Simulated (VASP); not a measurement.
Wanted: the native input for a VASP 6.6.1 run.

```
Task                   : relaxation of cell and atoms
Functional             : PBE
Potentials or basis    : VASP PAW PBE potentials, release 64 (Ti_sv, Mo_sv, Se)
Cutoff                 : 600 eV
k mesh                 : 2 × 2 × 3
Occupations            : gaussian, width 0.15 eV
Spin                   : collinear spin
Starting moments       : [1.0, 1.0, 0.0, 0.0, 0.0, 0.0] μB
Dipole correction      : no
Further INCAR settings : ALGO = Normal; EDIFF = 1e-06; IBRION = 2; EDIFFG = -0.08; NSW = 36; ISIF = 3
```

The structure of TiMoSe4 lies in POSCAR:

```
TiMoSe4
1.0
    3.9879131300     -4.0147505000      0.0000000000
    3.9879131300      4.0147505000      0.0000000000
    0.0000000000      0.0000000000      3.8242579700
Ti Mo Se
1 1 4
Direct
    0.5000000000      0.5000000000      0.0000000000
    0.0000000000      0.0000000000      0.5000000000
    0.7920064300      0.7920064300      0.0000000000
    0.2079935700      0.2079935700      0.0000000000
    0.3138797100      0.6861202900      0.5000000000
    0.6861202900      0.3138797100      0.5000000000
```

The cell was built from a structure type or drawn by symmetry, and may not be a known phase.

The input as run:

INCAR

```
  PREC = Accurate
  ENCUT = 600
  EDIFF = 1E-6
  ISMEAR = 0
  SIGMA = 0.15
  LREAL = F
  LASPH = T
  NELM = 150
  ALGO = Normal
  ISIF = 3
  LWAVE = F
  LCHARG = F
  ISPIN = 2
  MAGMOM = 1 1 0 0 0 0
  LORBIT = 11
  LMAXMIX = 4
  GGA = PE
  IBRION = 2
  NSW = 36
  EDIFFG = -0.08
```

KPOINTS

```
Automatic mesh
0
Gamma
  2 2 3
```

Potentials or basis: VASP PAW PBE potentials, release 64 (Ti_sv, Mo_sv, Se).

Command:

```bash
$ cat potpaw_PBE.64/Ti_sv/POTCAR potpaw_PBE.64/Mo_sv/POTCAR potpaw_PBE.64/Se/POTCAR > POTCAR
$ mpirun -np 1 vasp_std > vasp.out
```

Results of the run:

- Relaxed volume: 22.47 Å³/atom
- Relaxed cell: a = 6.248 Å, b = 6.248 Å, c = 3.454 Å, α = 90.00°, β = 90.00°, γ = 88.99°
- Space group after relaxing (to 0.1 Å): Cmmm (No. 65)
- Energy gained by relaxing: 227.6 meV/atom
- Ionic steps: 19
- Pressure after relaxing: 0.0 GPa
- Largest force after relaxing: 0.059 eV/Å
- Band gap on the k mesh: zero (filled and empty bands overlap)
- Net moment: 0.00 μB per cell
- Valence electrons inside the program's atomic spheres: Ti 10.20; Mo 12.30; Se 3.86, 3.87 (each value once)

Caveat: the k points lie up to 0.61 Å⁻¹ apart in the final cell; the relaxation stopped at a loose force limit of 0.08 eV/Å, so its end isn't a converged minimum.

Run time: 15 min on 1 thread of Intel(R) Xeon(R) 6975P-C (Granite Rapids) (shared host), peak memory 0.35 GiB.
